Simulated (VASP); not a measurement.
# Si3Ge (P3m1) in VASP: notebook

The runs below take Si3Ge through single point, with r2SCAN.

All numbers are computed with VASP 6.6.1; they aren't measurements. Logs are shortened: lines on timing, memory, paths and dates and some standing lists are left out, and cuts for length are marked.

## Step 1: The cell of the first run

The structure is trigonal, space group P3m1 (No. 156). Conventional cell: a = 3.862 Å, b = 3.862 Å, c = 6.385 Å, α = 90.00°, β = 90.00°, γ = 120.00°. Ge (site symmetry 3m) has 4 Si at 2.37 to 2.39 Å within 3.1 Å. Within 3.1 Å of Si (site symmetry 3m) lie 4 Si at 2.37 to 2.39 Å. Within 3.1 Å of Si (site symmetry 3m) lie 3 Si at 2.37 Å and 1 Ge at 2.39 Å. Within 3.1 Å of Si (site symmetry 3m) lie 3 Ge at 2.37 Å and 1 Si at 2.39 Å.

## Step 2: Single point, r2SCAN

File POSCAR:

```
Si3Ge
1.0
    3.8625000000      0.0000000000      0.0000000000
   -1.9312500000      3.3450231221      0.0000000000
    0.0000000000      0.0000000000      6.3850000000
Ge Si
1 3
Direct
    0.3333333300      0.6666666700      0.0000000000
    0.6666666700      0.3333333300      0.5000000000
    0.3333333300      0.6666666700      0.3740000000
    0.6666666700      0.3333333300      0.8740000000
```

File INCAR.step1:

```
SYSTEM = Si3Ge
  PREC = Accurate
  ENCUT = 550
  ISMEAR = 0
  SIGMA = 0.1
  LREAL = .FALSE.
  LASPH = .TRUE.
  NELM = 120
  NBANDS = 21
  GGA = PE
  ALGO = Normal
  EDIFF = 1E-5
  LWAVE = .TRUE.
  LCHARG = .FALSE.
  GGA_COMPAT = .FALSE.
```

File INCAR.step2:

```
SYSTEM = Si3Ge
  PREC = Accurate
  ENCUT = 550
  EDIFF = 1E-6
  ISMEAR = 0
  SIGMA = 0.1
  LREAL = .FALSE.
  LASPH = .TRUE.
  NELM = 120
  ALGO = Normal
  ISIF = 2
  LWAVE = .FALSE.
  LCHARG = .TRUE.
  METAGGA = R2SCAN
  LMIXTAU = .TRUE.
  LELF = .TRUE.
  LVHAR = .TRUE.
  NBANDS = 21
  ISTART = 1
  GGA_COMPAT = .FALSE.
```

File KPOINTS:

```
Automatic mesh
0
G
  6 6 4
  0 0 0
```

Potentials or basis: VASP PAW PBE potentials, release 64 (Ge_d, Si).

On the command line:

```bash
> cat potpaw_PBE.64/Ge_d/POTCAR potpaw_PBE.64/Si/POTCAR > POTCAR
> cp INCAR.step1 INCAR
> mpirun -np 1 vasp_std > vasp.out
> cp INCAR.step2 INCAR
> mpirun -np 1 vasp_std > vasp.out
```

OUTCAR:

```text
SYSTEM = Si3Ge
   PREC = Accurate
   ENCUT = 550
   EDIFF = 1E-6
   ISMEAR = 0
   LREAL = .FALSE.
   LASPH = .TRUE.
   NELM = 120
   ISIF = 2
   METAGGA = R2SCAN
   ISTART = 1

 ion  position               nearest neighbor table
   1  0.333  0.667  0.000-   4 2.37   4 2.37   4 2.37   3 2.39
   2  0.667  0.333  0.500-   3 2.37   3 2.37   3 2.37   4 2.39
   3  0.333  0.667  0.374-   2 2.37   2 2.37   2 2.37   1 2.39
   4  0.667  0.333  0.874-   1 2.37   1 2.37   1 2.37   2 2.39

  LATTYP: Found a hexagonal cell.
 ALAT       =     3.8625000000
 C/A-ratio  =     1.6530744337

  Lattice vectors:

 A1 = (   3.8625000000,   0.0000000000,   0.0000000000)
 A2 = (  -1.9312500000,   3.3450231221,   0.0000000000)
 A3 = (   0.0000000000,   0.0000000000,   6.3850000000)

Analysis of symmetry for initial positions (statically):
=====================================================================
 Subroutine PRICEL returns:
 Original cell was already a primitive cell.

 Routine SETGRP: Setting up the symmetry group for a
 hexagonal supercell.

 Subroutine GETGRP returns: Found  6 space group operations
 (whereof  6 operations were pure point group operations)
 out of a pool of 24 trial point group operations.

The static configuration has the point symmetry C_3v.

Analysis of symmetry for dynamics (positions and initial velocities):
=====================================================================
 Subroutine PRICEL returns:
 Original cell was already a primitive cell.

 Routine SETGRP: Setting up the symmetry group for a
 hexagonal supercell.

 Subroutine GETGRP returns: Found  6 space group operations
 (whereof  6 operations were pure point group operations)
 out of a pool of 24 trial point group operations.

The dynamic configuration has the point symmetry C_3v.

 Subroutine INISYM returns: Found  6 space group operations
 (whereof  6 operations are pure point group operations),
 and found     1 'primitive' translations

----------------------------------------------------------------------------------------

                                     Primitive cell

  volume of cell :      82.4952

  direct lattice vectors                    reciprocal lattice vectors
[... 86 lines left out ...]
   LSORBIT =      F    spin-orbit coupling
   LASPH  =      T    aspherical Exc in radial PAW
   ENCUT  =  550.0 eV  40.42 Ry    6.36 a.u.   7.39  7.39 12.21*2*pi/ulx,y,z
   NELM   =    120;   NELMIN=  2; NELMDL=  0     # of ELM steps
   EDIFF  = 0.1E-05   stopping-criterion for ELM
   LREAL  =      F    real-space projection
   EDIFFG = 0.1E-04   stopping-criterion for IOM
   NSW    =      0    number of steps for IOM
   IBRION =     -1    ionic relax: 0-MD 1-quasi-New 2-CG
   NFREE  =      0    steps in history (QN), initial steepest desc. (CG)
   ISIF   =      2    stress and relaxation
   ISYM   =      2    0-nonsym 1-usesym 2-fastsym
   POTIM  = 0.5000    time-step for ionic-motion
   TEBEG  =    0.0;   TEEND  =   0.0 temperature during run
   PSTRESS=    0.0 pullay stress
   NELECT =      26.0000    total number of electrons
   NUPDOWN=      -1.0000    fix difference up-down
   EMIN   =  10.00;   EMAX   =-10.00  energy-range for DOS
   EFERMI =   0.00;   METHOD = LEGACY
   ISMEAR =     0;   SIGMA  =   0.10  broadening in eV -4-tet -1-fermi 0-gaus
   EFERMI_NEDOS =   21; number of points for ismear=-14 and -15
   IALGO  =     38    algorithm
   IMIX   =      4    mixing-type and parameters
     AMIX     =   0.40;   BMIX     =  1.00
     AMIX_MAG =   1.60;   BMIX_MAG =  1.00
  volume/ion in A,a.u.               =      20.62       139.18
  Fermi-wavevector in a.u.,A,eV,Ry     =   1.114097  2.105339 16.887724  1.241213
  Thomas-Fermi vector in A             =   2.250689
   LORBIT       =      0    0 simple, 1 ext, 2 COOP (PROOUT), +10 PAW based schemes
   METAGGA = R2SCAN    functional components
   LHFCALC =     F    Hartree Fock is set to
   AEXX    =    0.0000 exact exchange contribution
   IVDW    =     0    specifies the selected vdW correction
   LEPSILON=     F    determine dielectric tensor
   LRPA    =     F    only Hartree local field effects (RPA)
 non-spin polarized calculation
 Gauss-broadening in eV      SIGMA  =   0.10
  energy-cutoff  :      550.00
  volume of cell :       82.50
 maximum number of plane-waves:      2472
 NGX is ok and might be reduce to    30
   NGX = 15   NGY = 15   NGZ = 25

 number of electron      25.9999984 magnetization

 Free energy of the ion-electron system (eV)
  ---------------------------------------------------
  ext. energy  EPLUGINS =         0.00000000
  ---------------------------------------------------
  free energy    TOTEN  =       -40.06876461 eV

  energy without entropy =      -40.06876449  energy(sigma->0) =      -40.06876455

 E-fermi :   6.0730     XC(G=0): -10.1267

 val. band max:        5.7647436653   @ k =   0.0000   0.0000   0.0000
 cond. band min:       6.3873939921   @ k =   0.5000   0.0000   0.0000
 fundamental gap:      0.6226503269
 Fermi energy:         6.0729571445

 k-point     1 :       0.0000    0.0000    0.0000
  band No.  band energies     occupation
      1     -19.3958      2.00000
      2     -19.3877      2.00000
      3     -19.3877      2.00000
      4     -19.3549      2.00000
      5     -19.3549      2.00000
      6      -7.2974      2.00000
[... 565 lines left out ...]
     20      12.3687      0.00000
     21      13.1526      0.00000

------------------------ aborting loop because EDIFF is reached ----------------------------------------

  FORCE on cell =-STRESS in cart. coord.  units (eV):
  Direction    XX          YY          ZZ          XY          YZ          ZX
  --------------------------------------------------------------------------------------
  -------------------------------------------------------------------------------------
  Total        0.1964440      0.1964440      0.1159209      0.0000000      0.0000000      0.0000000
  in kB        3.8152302      3.8152302      2.2513549      0.0000000      0.0000000      0.0000000
  external PRESSURE =       3.2939384 kB  Pullay stress =       0.0000000 kB

 VOLUME and BASIS-vectors are now :
 -----------------------------------------------------------------------------
  energy-cutoff  :      550.00
  volume of cell :       82.50
      direct lattice vectors                 reciprocal lattice vectors
     3.862500000  0.000000000  0.000000000     0.258899676  0.149475798  0.000000000
    -1.931250000  3.345023122  0.000000000     0.000000000  0.298951596  0.000000000
     0.000000000  0.000000000  6.385000000     0.000000000  0.000000000  0.156617071

 POSITION                                       TOTAL-FORCE (eV/Angst)
 -----------------------------------------------------------------------------------
     -0.00000      2.23002      0.00000         0.000000      0.000000     -0.010681
      1.93125      1.11501      3.19250        -0.000000      0.000000      0.001869
     -0.00000      2.23002      2.38799        -0.000000      0.000000      0.417997
      1.93125      1.11501      5.58049        -0.000000      0.000000     -0.409185
 -----------------------------------------------------------------------------------
    total drift:                                0.000012     -0.000007     -0.005577

  FREE ENERGIE OF THE ION-ELECTRON SYSTEM (eV)
  ---------------------------------------------------
  free  energy   TOTEN  =       -40.0687646129 eV

  energy  without entropy=      -40.0687644944  energy(sigma->0) =      -40.06876455
```

OUTCAR.step1:

```text
SYSTEM = Si3Ge
   PREC = Accurate
   ENCUT = 550
   ISMEAR = 0
   LREAL = .FALSE.
   LASPH = .TRUE.
[... 803 lines left out ...]
      1.93125      1.11501      3.19250        -0.000000     -0.000000      0.003552
     -0.00000      2.23002      2.38799        -0.000000     -0.000000      0.459000
      1.93125      1.11501      5.58049         0.000000     -0.000000     -0.448505
 -----------------------------------------------------------------------------------
    total drift:                                0.000012     -0.000007     -0.000331

  FREE ENERGIE OF THE ION-ELECTRON SYSTEM (eV)
  ---------------------------------------------------
  free  energy   TOTEN  =       -20.6290130766 eV

  energy  without entropy=      -20.6289900836  energy(sigma->0) =      -20.62900158
```

OSZICAR.step1:

```text
N       E                     dE             d eps       ncg     rms          rms(c)
DAV:   1     0.165542073644E+03    0.16554E+03   -0.12249E+04  1230   0.207E+03
DAV:   2     0.304965851028E+01   -0.16249E+03   -0.15562E+03  1090   0.568E+02
DAV:   3    -0.200286163228E+02   -0.23078E+02   -0.22855E+02  1232   0.110E+02
DAV:   4    -0.209239122611E+02   -0.89530E+00   -0.89455E+00  1272   0.232E+01
DAV:   5    -0.209441358136E+02   -0.20224E-01   -0.20222E-01  1279   0.391E+00    0.631E+00
DAV:   6    -0.207276802035E+02    0.21646E+00   -0.10947E-01  1224   0.188E+00    0.381E+00
DAV:   7    -0.206255850708E+02    0.10210E+00   -0.21483E-01  1133   0.245E+00    0.236E-01
DAV:   8    -0.206279663894E+02   -0.23813E-02   -0.15382E-02  1188   0.104E+00    0.145E-01
DAV:   9    -0.206287939115E+02   -0.82752E-03   -0.12914E-03  1171   0.192E-01    0.801E-02
DAV:  10    -0.206289306987E+02   -0.13679E-03   -0.98743E-05  1262   0.637E-02    0.391E-02
DAV:  11    -0.206290118830E+02   -0.81184E-04   -0.11221E-04  1118   0.467E-02    0.738E-03
DAV:  12    -0.206290130766E+02   -0.11935E-05   -0.26169E-06   827   0.125E-02
   1 F= -.20629013E+02 E0= -.20629002E+02  d E =-.229930E-04
```

It took 3.8 min on 1 thread of Intel Xeon 8259CL, shared host; peak memory 0.23 GiB.

What came out:

| Property | Result |
| --- | --- |
| Free energy | -40.0688 eV |
| Pressure | 0.3 GPa |
| Largest force | 0.418 eV/Å |
| Band gap on the k mesh | 0.62 eV (least direct gap 1.03 eV) |

Forces in eV/Å, atoms in the order of the input:
```
Ge   0.000  0.000 -0.011
Si   0.000  0.000  0.002
Si   0.000  0.000  0.418
Si   0.000  0.000 -0.409
```

Levels at points of the mesh, in eV from the valence-band top:
| k point | band 10 | band 11 | band 12 | band 13 | band 14 | band 15 | band 16 | band 17 |
| --- | --- | --- | --- | --- | --- | --- | --- | --- |
| (0.00, 0.00, 0.00) | -1.65 | -0.36 | 0.00 | 0.00 | 1.03 | 2.18 | 2.18 | 2.47 |
| (0.50, 0.00, 0.00) | -4.92 | -3.30 | -3.12 | -1.58 | 0.62 | 2.53 | 3.38 | 3.46 |
| (0.00, 0.00, 0.50) | -1.08 | -1.08 | -0.93 | -0.93 | 1.81 | 1.95 | 3.10 | 3.10 |
| (0.50, 0.00, 0.50) | -2.72 | -2.64 | -2.60 | -2.59 | 0.90 | 1.15 | 1.88 | 2.14 |

Caveat: the PAW data sets were made with another functional, which shifts forces and pressure a little. A k mesh can miss the band edges.

## Step 3: Single point, r2SCAN

This run uses another cell than the first one, of 20.71 Å³/atom.

File POSCAR:

```
Si3Ge
1.0
    3.8675074601      0.0000000000      0.0000000000
   -1.9337537301      3.3493597098      0.0000000000
    0.0000000000      0.0000000000      6.3949132450
Ge Si
1 3
Direct
    0.3333333333      0.6666666667      0.0002803244
    0.6666666667      0.3333333333      0.4997860108
    0.3333333333      0.6666666667      0.3777573290
    0.6666666667      0.3333333333      0.8701763358
```

File INCAR.step1:

```
SYSTEM = Si3Ge
  ALGO = Normal
  EDIFF = 1E-5
  ENCUT = 550
  GGA = PE
  GGA_COMPAT = .False.
  ISMEAR = 0
  LASPH = .True.
  LCHARG = .False.
  LREAL = .False.
  LWAVE = .True.
  NBANDS = 21
  NELM = 120
  PREC = Accurate
  SIGMA = 0.02
```

File INCAR.step2:

```
SYSTEM = Si3Ge
  ALGO = Normal
  EDIFF = 1E-6
  ENCUT = 550
  GGA_COMPAT = .False.
  ISIF = 2
  ISMEAR = 0
  ISTART = 1
  LASPH = .True.
  LCHARG = .False.
  LMIXTAU = .True.
  LREAL = .False.
  LWAVE = .False.
  METAGGA = R2SCAN
  NBANDS = 21
  NELM = 120
  PREC = Accurate
  SIGMA = 0.02
```

File KPOINTS:

```
k-points
0
Gamma
  9 9 4
  0 0 0
```

Potentials or basis: VASP PAW PBE potentials, release 64 (Ge_d, Si).

On the command line:

```bash
> cat potpaw_PBE.64/Ge_d/POTCAR potpaw_PBE.64/Si/POTCAR > POTCAR
> cp INCAR.step1 INCAR
> mpirun -np 1 vasp_std > vasp.out
> cp INCAR.step2 INCAR
> mpirun -np 1 vasp_std > vasp.out
```

Wall time 6.2 min (1 thread of Intel Xeon 8259CL, shared host); peak memory 0.25 GiB.

Results (log left out):

```yaml
Free_energy: -40.1041 eV
Pressure: -0.1 GPa
Largest_force: 0.021 eV/Å
Band_gap_on_the_k_mesh: 0.64 eV (least direct gap 1.01 eV)
```

Forces on the atoms (eV/Å):
```
Ge   0.000  0.000 -0.004
Si   0.000  0.000 -0.001
Si   0.000  0.000  0.021
Si   0.000  0.000 -0.017
```

Levels at points of the mesh, in eV from the valence-band top:
```csv
k point,band 10,band 11,band 12,band 13,band 14,band 15,band 16,band 17
"(0.00, 0.00, 0.00)",-1.68,-0.39,0.00,0.00,1.01,2.15,2.15,2.45
"(0.00, 0.00, 0.50)",-1.19,-1.19,-0.85,-0.85,1.81,1.90,3.02,3.02
```

Caveat: the PAW data sets were made with another functional, which shifts forces and pressure a little. A k mesh can miss the band edges.

## Step 4: Single point, r2SCAN

This run uses another cell than the first one, of 20.71 Å³/atom.

POSCAR is that of step 3.

File INCAR.step1:

```
ALGO = Normal ; EDIFF = 1E-5
ENCUT = 550 ; GGA = PE
GGA_COMPAT = F ; ISMEAR = 0
LASPH = T ; LCHARG = F
LREAL = F ; LWAVE = T
NBANDS = 21 ; NELM = 120
PREC = Accurate ; SIGMA = 0.02
```

File INCAR.step2:

```
ALGO = Normal ; EDIFF = 1E-6
ENCUT = 550 ; GGA_COMPAT = F
ISIF = 2 ; ISMEAR = 0
ISTART = 1 ; LASPH = T
LCHARG = F ; LMIXTAU = T
LREAL = F ; LWAVE = F
METAGGA = R2SCAN ; NBANDS = 21
NELM = 120 ; PREC = Accurate
SIGMA = 0.02
```

File KPOINTS:

```
k-points
0
Gamma
  9 9 4
```

On the command line:

```bash
> cat potpaw_PBE.64/Ge_d/POTCAR potpaw_PBE.64/Si/POTCAR > POTCAR
> cp INCAR.step1 INCAR
> mpirun -np 1 vasp_std > vasp.out
> cp INCAR.step2 INCAR
> mpirun -np 1 vasp_std > vasp.out
```

Wall time 7.5 min (1 thread of Intel Xeon 8259CL, shared host); peak memory 0.25 GiB.

The run converged. Its results:

| Item | Value |
| --- | --- |
| Free energy | -40.1041 eV |
| Pressure | -0.1 GPa |
| Largest force | 0.021 eV/Å |
| Band gap on the k mesh | 0.64 eV (least direct gap 1.01 eV) |

Forces on the atoms (eV/Å):
```
Ge   0.000  0.000 -0.004
Si   0.000  0.000 -0.001
Si   0.000  0.000  0.021
Si   0.000  0.000 -0.017
```

Levels at points of the mesh, in eV from the valence-band top:
```
           k point  band 9  band 10  band 11  band 12  band 13  band 14  band 15  band 16  band 17  band 18
(0.00, 0.00, 0.00)   -1.68    -1.68    -0.39     0.00     0.00     1.01     2.15     2.15     2.45     3.31
(0.00, 0.00, 0.50)   -4.40    -1.19    -1.19    -0.85    -0.85     1.81     1.90     3.02     3.02     3.48
```

Caveat: the PAW data sets were made with another functional, which shifts forces and pressure a little.
